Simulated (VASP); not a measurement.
A run of VASP 6.6.1 is set up as follows.

Contents of INCAR:

```
PREC = Accurate
ENCUT = 500
EDIFF = 1E-6
ISMEAR = -1
SIGMA = 0.1
LREAL = False
LASPH = True
NELM = 120
ALGO = Normal
ISIF = 2
LWAVE = False
LCHARG = True
GGA = PE
LELF = True
LVHAR = True
NBANDS = 12
GGA_COMPAT = False
```

KPOINTS

```
Automatic mesh
0
Gamma
  4 4 4
```

POSCAR

```
Zn
1.0
   -1.9640518452      0.0000000000      1.9640518452
    0.0000000000      1.9640518452      1.9640518452
   -1.9640518452      1.9640518452      0.0000000000
Zn
1
Direct
    0.0000000000      0.0000000000      0.0000000000
```

Potentials or basis: VASP PAW PBE potentials, release 64 (Zn).

The run is started by

```bash
$ cat potpaw_PBE.64/Zn/POTCAR > POTCAR
$ mpirun -np 1 vasp_std > vasp.out
```

What does it give for the band gap on the k mesh?

Zero (band 6 reaches 5.35 eV, above the bottom of band 7 at 1.73 eV).

Predict the pressure.

0.5 GPa.

Caveat: the k points lie up to 0.69 Å⁻¹ apart.
